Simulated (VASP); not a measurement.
Set up this calculation in VASP 6.6.1, as the native input.

- Task: single point
- Functional: PBEsol
- Potentials or basis: VASP PAW PBE potentials, release 64 (Al)
- Cutoff: 520 eV
- k mesh: 9 × 9 × 3
- Occupations: fermi-dirac, width 0.1 eV
- Spin: no spin polarisation
- Dipole correction: no
- Further INCAR settings: ALGO = Normal; EDIFF = 1e-06; NBANDS = 14

The structure of Al lies in POSCAR:

```
Al
1.0
    2.8364693514      0.0000000000      0.0000000000
   -1.4182351774      2.4564550166      0.0000000000
    0.0000000000      0.0000000000      9.2165114734
Al
4
Direct
    0.0000000000      0.0000000000      0.0000000000
    0.3333333333      0.6666666667      0.2500000000
    0.0000000000      0.0000000000      0.5000000000
    0.6666666667      0.3333333333      0.7500000000
```

One way to write it, as run:

INCAR

```
PREC     = Accurate       # precision mode
ENCUT    = 520            # plane-wave cutoff, eV
EDIFF    = 1E-6           # SCF threshold, eV
ISMEAR   = -1             # smearing method
SIGMA    = 0.1            # smearing width, eV
LREAL    = False          # projectors in reciprocal space
LASPH    = True           # aspherical terms in the spheres
NELM     = 100            # most SCF steps
ALGO     = Normal         # electronic algorithm
ISIF     = 2              # what is computed and relaxed
LWAVE    = False          # write WAVECAR
LCHARG   = False          # write CHGCAR
GGA      = PS             # functional
NBANDS   = 14             # bands
```

KPOINTS

```
Automatic mesh
0
Gamma
  9 9 3
```

Potentials or basis: VASP PAW PBE potentials, release 64 (Al).

Launch:

```bash
$ cat potpaw_PBE.64/Al/POTCAR > POTCAR
$ mpirun -np 1 vasp_std > vasp.out
```

It gave:

- Pressure: 0.9 GPa
- Band gap on the k mesh: zero (band 6 reaches 12.26 eV, above the bottom of band 7 at 6.87 eV)

Caveat: the PAW data sets were made with another functional, which shifts forces and pressure a little.

Wall time 28 s on 1 thread of AMD EPYC 7R43 64-Core Processor (Zen 3) (shared host), peak memory 0.15 GiB.
